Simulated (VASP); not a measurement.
# Cr2CuO6 (C2) in VASP: single point with r2SCAN

Aim: the single point of Cr2CuO6 with r2SCAN.

Program: VASP 6.6.1. These are calculated values, not measurements. Logs are shortened: lines on timing, memory, paths and dates and some standing lists are left out, and cuts for length are marked.

## Step 1: The cell of the first run

Symmetry: C2, No. 5, monoclinic system. The conventional cell has a = 9.055 Å, b = 3.455 Å, c = 6.441 Å, α = 90.00°, β = 111.55°, γ = 90.00°. Within 2.2 Å of O (site symmetry 1) lie 1 Cr at 1.65 Å and 1 Cu at 1.95 Å. Within 2.4 Å of O (site symmetry 1) lie 3 Cr at 1.79 to 2.06 Å and 2 O at 2.35 Å. Within 2.2 Å of O (site symmetry 1) lie 1 Cr at 1.67 Å and 1 Cu at 2.02 Å. Within 2.6 Å of Cu (site symmetry 2) lie 6 O at 1.95 to 2.30 Å. Within 2.2 Å of Cr (site symmetry 1) lie 5 O at 1.65 to 2.06 Å.

## Step 2: Single point, r2SCAN

POSCAR reads:

```
Cr2CuO6
1.0
    0.0000000000      3.4546596200      0.0000000000
    4.5275041800     -1.7273293100      0.0000000000
    2.3658636500      0.0000000000     -5.9907480200
O Cu Cr
6 1 2
Direct
    0.9950000000      0.9400000000      0.7160000000
    0.0550000000      0.0600000000      0.2840000000
    0.7030000000      0.3840000000      0.4320000000
    0.3190000000      0.6160000000      0.5680000000
    0.7030000000      0.3040000000      0.8910000000
    0.3990000000      0.6960000000      0.1090000000
    0.0000000000      0.0000000000      0.0000000000
    0.8260000000      0.6180000000      0.6530000000
    0.2080000000      0.3820000000      0.3470000000
```

INCAR.step1 reads:

```
PREC     = Accurate       # precision mode
ENCUT    = 520            # plane-wave cutoff, eV
ISMEAR   = -1             # smearing method
SIGMA    = 0.0697         # smearing width, eV
LREAL    = F              # projectors in reciprocal space
LASPH    = T              # aspherical terms in the spheres
NELM     = 100            # most SCF steps
NBANDS   = 46             # bands
GGA      = PE             # functional
ALGO     = Normal         # electronic algorithm
EDIFF    = 1E-4           # SCF threshold, eV
LWAVE    = T              # write WAVECAR
LCHARG   = F              # write CHGCAR
```

INCAR.step2 reads:

```
PREC     = Accurate       # precision mode
ENCUT    = 520            # plane-wave cutoff, eV
EDIFF    = 1E-6           # SCF threshold, eV
ISMEAR   = -1             # smearing method
SIGMA    = 0.0697         # smearing width, eV
LREAL    = F              # projectors in reciprocal space
LASPH    = T              # aspherical terms in the spheres
NELM     = 100            # most SCF steps
ALGO     = Normal         # electronic algorithm
ISIF     = 2              # what is computed and relaxed
LWAVE    = F              # write WAVECAR
LCHARG   = F              # write CHGCAR
METAGGA  = R2SCAN         # meta-GGA
LMIXTAU  = T            
NBANDS   = 46             # bands
ISTART   = 1
```

KPOINTS reads:

```
regular mesh
0
Gamma
  6 6 4
```

Potentials or basis: VASP PAW PBE potentials, release 64 (O, Cu, Cr_pv).

Run with:

```
> cat potpaw_PBE.64/O/POTCAR potpaw_PBE.64/Cu/POTCAR potpaw_PBE.64/Cr_pv/POTCAR > POTCAR
> cp INCAR.step1 INCAR
> mpirun -np 1 vasp_std > vasp.out
> cp INCAR.step2 INCAR
> mpirun -np 1 vasp_std > vasp.out
```

OUTCAR:

```text
PREC = Accurate
   ENCUT = 520
   EDIFF = 1E-6
   ISMEAR = -1
   LREAL = F
   LASPH = T
   NELM = 100
   ISIF = 2
   METAGGA = R2SCAN
   ISTART = 1

 ion  position               nearest neighbor table
   1  0.995  0.940  0.716-   8 1.65   7 1.95   9 2.48
   2  0.055  0.060  0.284-   9 1.65   7 1.95   8 2.48
   3  0.703  0.384  0.432-   9 1.79   9 1.83   8 2.06
   4  0.319  0.616  0.568-   8 1.79   8 1.83   9 2.06
   5  0.703  0.304  0.891-   8 1.67   7 2.02   7 2.30
   6  0.399  0.696  0.109-   9 1.67   7 2.02   7 2.30
   7  0.000  0.000  0.000-   1 1.95   2 1.95   5 2.02   6 2.02   6 2.30   5 2.30
   8  0.826  0.618  0.653-   1 1.65   5 1.67   4 1.79   4 1.83   3 2.06   2 2.48   9 3.09   9 3.09

   9  0.208  0.382  0.347-   2 1.65   6 1.67   3 1.79   3 1.83   4 2.06   1 2.48   8 3.09   8 3.09

  LATTYP: Found a base centered monoclinic cell.
 ALAT       =     9.0550083600
 B/A-ratio  =     0.3815192082
 C/A-ratio  =     0.7113181273
 COS(beta)  =    -0.3673135755

  Lattice vectors:

 A1 = (  -4.5275041800,  -1.7273303100,   0.0000000000)
 A2 = (  -4.5275041800,   1.7273293100,   0.0000000000)
 A3 = (   2.3658636500,   0.0000000000,  -5.9907480200)

Analysis of symmetry for initial positions (statically):
=====================================================================
 Subroutine PRICEL returns:
 Original cell was already a primitive cell.

 Routine SETGRP: Setting up the symmetry group for a
 base centered monoclinic supercell.

 Subroutine GETGRP returns: Found  2 space group operations
 (whereof  2 operations were pure point group operations)
 out of a pool of  4 trial point group operations.

The static configuration has the point symmetry C_2 .

Analysis of symmetry for dynamics (positions and initial velocities):
=====================================================================
 Subroutine PRICEL returns:
 Original cell was already a primitive cell.

 Routine SETGRP: Setting up the symmetry group for a
 base centered monoclinic supercell.

 Subroutine GETGRP returns: Found  2 space group operations
 (whereof  2 operations were pure point group operations)
 out of a pool of  4 trial point group operations.

The dynamic configuration has the point symmetry C_2 .

 Subroutine INISYM returns: Found  2 space group operations
 (whereof  2 operations are pure point group operations),
 and found     1 'primitive' translations

----------------------------------------------------------------------------------------

                                     Primitive cell

  volume of cell :      93.7012

  direct lattice vectors                    reciprocal lattice vectors
     0.000000000  3.454659620  0.000000000     0.110436089  0.289464118  0.043613373
     4.527504180 -1.727329310  0.000000000     0.220872242  0.000000000  0.087226772
     2.365863650  0.000000000 -5.990748020     0.000000000  0.000000000 -0.166924063

  length of vectors
     3.454659620  4.845818883  6.440991589     0.312870152  0.237472224  0.166924063

  position of ions in fractional coordinates (direct lattice)
     0.995000000  0.940000000  0.716000000
     0.055000000  0.060000000  0.284000000
     0.703000000  0.384000000  0.432000000
     0.319000000  0.616000000  0.568000000
     0.703000000  0.304000000  0.891000000
     0.399000000  0.696000000  0.109000000
     0.000000000  0.000000000  0.000000000
     0.826000000  0.618000000  0.653000000
     0.208000000  0.382000000  0.347000000

  ion indices of the primitive-cell ions
   primitive index   ion index
                 1           1
                 2           2
                 3           3
                 4           4
                 5           5
                 6           6
                 7           7
                 8           8
                 9           9

----------------------------------------------------------------------------------------

 KPOINTS: regular mesh

Automatic generation of k-mesh.
 Grid dimensions read from file:
 generate k-points for:    6    6    4

 Generating k-lattice:

  Cartesian coordinates                     Fractional coordinates (reciprocal lattice)
     0.018406015  0.048244020  0.007268896     0.166666667  0.000000000  0.000000000
     0.036812040  0.000000000  0.014537795     0.000000000  0.166666667  0.000000000
     0.000000000  0.000000000 -0.041731016     0.000000000  0.000000000  0.250000000

  Length of vectors
     0.052145025  0.039578704  0.041731016

  Shift w.r.t. Gamma in fractional coordinates (k-lattice)
     0.000000000  0.000000000  0.000000000

 Subroutine IBZKPT returns following result:
 ===========================================

 Found     47 irreducible k-points:

 Following reciprocal coordinates:
            Coordinates               Weight
  0.000000  0.000000  0.000000      1.000000
  0.166667  0.000000  0.000000      4.000000
  0.333333  0.000000  0.000000      4.000000
  0.500000  0.000000  0.000000      2.000000
  0.000000  0.166667 -0.000000      2.000000
  0.166667  0.166667 -0.000000      4.000000
[... 16 lines left out ...]
  0.500000  0.166667  0.250000      4.000000
 -0.333333  0.166667  0.250000      4.000000
 [... further k-points ...]
   k-points           NKPTS =     47   k-points in BZ     NKDIM =     47   number of bands    NBANDS=     46
   number of dos      NEDOS =    301   number of ions     NIONS =      9
   total plane-waves  NPLWV =  48384
   dimension x,y,z NGX =    28 NGY =   36 NGZ =   48
   dimension x,y,z NGXF=    56 NGYF=   72 NGZF=   96
   ions per type =               6   1   2
   NGX,Y,Z   is equivalent  to a cutoff of  13.47, 12.35, 12.39 a.u.
   NGXF,Y,Z  is equivalent  to a cutoff of  26.95, 24.70, 24.78 a.u.
 SYSTEM =  unknown system
   PREC   = accura    normal or accurate (medium, high low for compatibility)
   ISTART =      1    job   : 0-new  1-cont  2-samecut
   ICHARG =      0    charge: 1-file 2-atom 10-const
   ISPIN  =      1    spin polarized calculation?
   LNONCOLLINEAR =      F non collinear calculations
   LSORBIT =      F    spin-orbit coupling
   LASPH  =      T    aspherical Exc in radial PAW
   ENCUT  =  520.0 eV  38.22 Ry    6.18 a.u.   6.42  9.01 11.98*2*pi/ulx,y,z
   NELM   =    100;   NELMIN=  2; NELMDL=  0     # of ELM steps
   EDIFF  = 0.1E-05   stopping-criterion for ELM
   LREAL  =      F    real-space projection
   EDIFFG = 0.1E-04   stopping-criterion for IOM
   NSW    =      0    number of steps for IOM
   IBRION =     -1    ionic relax: 0-MD 1-quasi-New 2-CG
   NFREE  =      0    steps in history (QN), initial steepest desc. (CG)
   ISIF   =      2    stress and relaxation
   ISYM   =      2    0-nonsym 1-usesym 2-fastsym
   POTIM  = 0.5000    time-step for ionic-motion
   TEBEG  =    0.0;   TEEND  =   0.0 temperature during run
   PSTRESS=    0.0 pullay stress
   NELECT =      71.0000    total number of electrons
   NUPDOWN=      -1.0000    fix difference up-down
   EMIN   =  10.00;   EMAX   =-10.00  energy-range for DOS
   EFERMI =   0.00;   METHOD = LEGACY
   ISMEAR =    -1;   SIGMA  =   0.07  broadening in eV -4-tet -1-fermi 0-gaus
   EFERMI_NEDOS =   21; number of points for ismear=-14 and -15
   IALGO  =     38    algorithm
   IMIX   =      4    mixing-type and parameters
     AMIX     =   0.40;   BMIX     =  1.00
     AMIX_MAG =   1.60;   BMIX_MAG =  1.00
  volume/ion in A,a.u.               =      10.41        70.26
  Fermi-wavevector in a.u.,A,eV,Ry     =   1.492494  2.820404 30.307494  2.227538
  Thomas-Fermi vector in A             =   2.605015
   LORBIT       =      0    0 simple, 1 ext, 2 COOP (PROOUT), +10 PAW based schemes
   METAGGA = R2SCAN    functional components
   LHFCALC =     F    Hartree Fock is set to
   AEXX    =    0.0000 exact exchange contribution
   IVDW    =     0    specifies the selected vdW correction
   LEPSILON=     F    determine dielectric tensor
   LRPA    =     F    only Hartree local field effects (RPA)
 non-spin polarized calculation
  energy-cutoff  :      520.00
  volume of cell :       93.70
 maximum number of plane-waves:      2556
 NGX is ok and might be reduce to    28
   NGX = 13   NGY = 17   NGZ = 23

 number of electron      71.0000008 magnetization

 Free energy of the ion-electron system (eV)
  ---------------------------------------------------
  ext. energy  EPLUGINS =         0.00000000
  ---------------------------------------------------
  free energy    TOTEN  =       -90.49755731 eV

  energy without entropy =      -90.39935780  energy(sigma->0) =      -90.44845756

 E-fermi :   4.5816     XC(G=0): -11.9354

 val. band max:        4.5768316699   @ k =   0.3333   0.3333   0.2500
 cond. band min:       4.5906299914   @ k =   0.5000   0.1667   0.5000
 fundamental gap:      0.0137983215
 Fermi energy:         4.5816260874

 k-point     1 :       0.0000    0.0000    0.0000
  band No.  band energies     occupation
      1     -42.4065      2.00000
      2     -42.3747      2.00000
      3     -42.1589      2.00000
      4     -42.1228      2.00000
      5     -42.0682      2.00000
      6     -42.0528      2.00000
[... 38 lines left out ...]
     45       6.9690      0.00000
     46       7.6420      0.00000

 k-point     2 :       0.1667    0.0000    0.0000
  band No.  band energies     occupation
      1     -42.4047      2.00000
      2     -42.3758      2.00000
      3     -42.1582      2.00000
      4     -42.1282      2.00000
      5     -42.0754      2.00000
      6     -42.0632      2.00000
[... 38 lines left out ...]
     45       7.2284      0.00000
     46       7.6967      0.00000

 k-point     3 :       0.3333    0.0000    0.0000
  band No.  band energies     occupation
      1     -42.4005      2.00000
      2     -42.3786      2.00000
      3     -42.1575      2.00000
      4     -42.1426      2.00000
      5     -42.0870      2.00000
      6     -42.0822      2.00000
[... 38 lines left out ...]
     45       7.4729      0.00000
     46       7.7925      0.00000

 k-point     4 :       0.5000    0.0000    0.0000
  band No.  band energies     occupation
      1     -42.3978      2.00000
      2     -42.3807      2.00000
      3     -42.1549      2.00000
      4     -42.1543      2.00000
      5     -42.0919      2.00000
      6     -42.0902      2.00000
[... 920 lines left out ...]
     45       7.5383      0.00000
     46       7.8465      0.00000

 k-point    23 :       0.5000    0.1667    0.2500
  band No.  band energies     occupation
      1     -42.3978      2.00000
      2     -42.3807      2.00000
      3     -42.1549      2.00000
      4     -42.1545      2.00000
      5     -42.0916      2.00000
      6     -42.0904      2.00000
[... 38 lines left out ...]
     45       7.7513      0.00000
     46       8.0085      0.00000

 k-point    24 :      -0.3333    0.1667    0.2500
  band No.  band energies     occupation
      1     -42.4017      2.00000
      2     -42.3770      2.00000
      3     -42.1575      2.00000
      4     -42.1427      2.00000
      5     -42.0867      2.00000
      6     -42.0826      2.00000
[... 38 lines left out ...]
     45       7.4970      0.00000
     46       7.6328      0.00000

 [... further k-points ...]
[... 5 lines left out ...]
  --------------------------------------------------------------------------------------
  -------------------------------------------------------------------------------------
  Total        0.4940101      2.0843739     -0.5129528      0.0000000     -0.0000001     -0.8431977
  in kB        8.4469748     35.6402747     -8.7708731      0.0000003     -0.0000020    -14.4176612
  external PRESSURE =      11.7721255 kB  Pullay stress =       0.0000000 kB

 VOLUME and BASIS-vectors are now :
 -----------------------------------------------------------------------------
  energy-cutoff  :      520.00
  volume of cell :       93.70
      direct lattice vectors                 reciprocal lattice vectors
     0.000000000  3.454659620  0.000000000     0.110436089  0.289464118  0.043613373
     4.527504180 -1.727329310  0.000000000     0.220872242  0.000000000  0.087226772
     2.365863650  0.000000000 -5.990748020     0.000000000  0.000000000 -0.166924063

 POSITION                                       TOTAL-FORCE (eV/Angst)
 -----------------------------------------------------------------------------------
      5.94981      1.81370     -4.28938         0.029767     -0.068051     -0.150587
      0.94356      0.08637     -1.70137        -0.029767     -0.068051      0.150587
      2.76061      1.76533     -2.58800         0.352861      0.666446     -0.459333
      4.13275      0.03800     -3.40274        -0.352861      0.666446      0.459333
      3.48435      1.90352     -5.33776         0.524598     -0.850270      0.629097
      3.40902      0.17619     -0.65299        -0.524598     -0.850271     -0.629097
      0.00000      0.00000      0.00000         0.000000      0.467049      0.000000
      4.34291      1.78606     -3.91196        -0.246425      0.018351     -0.861776
      2.55046      0.05873     -2.07879         0.246425      0.018351      0.861776
 -----------------------------------------------------------------------------------
    total drift:                                0.000918     -0.005258      0.000383

  FREE ENERGIE OF THE ION-ELECTRON SYSTEM (eV)
  ---------------------------------------------------
  free  energy   TOTEN  =       -90.4975573091 eV

  energy  without entropy=      -90.3993578029  energy(sigma->0) =      -90.44845756
```

It took 12 min on 1 thread of Intel Xeon 6975P-C (Granite Rapids), shared host; peak memory 0.33 GiB.

What came out:

| Item | Value |
| --- | --- |
| Free energy | -90.4976 eV |
| Pressure | 1.2 GPa |
| Largest force | 1.181 eV/Å |
| Band gap on the k mesh | zero (an odd number of electrons rules out a gap without spin polarisation) |

Forces on the atoms (eV/Å):
```
O    0.030 -0.068 -0.151
O   -0.030 -0.068  0.151
O    0.353  0.666 -0.459
O   -0.353  0.666  0.459
O    0.525 -0.850  0.629
O   -0.525 -0.850 -0.629
Cu   0.000  0.467  0.000
Cr  -0.246  0.018 -0.862
Cr   0.246  0.018  0.862
```

Caveat: the PAW data sets were made with another functional, which shifts forces and pressure a little; an odd number of electrons without spin polarisation forces a metal; a magnetic or distorted state may lie lower; the run has no spin polarisation, though such a crystal can be magnetic; semilocal functionals often make such compounds metallic where correlation or magnetic order opens a gap, which also shifts bond lengths. Spin polarisation is off, so any magnetic state and its effect on volume and gap are missing.
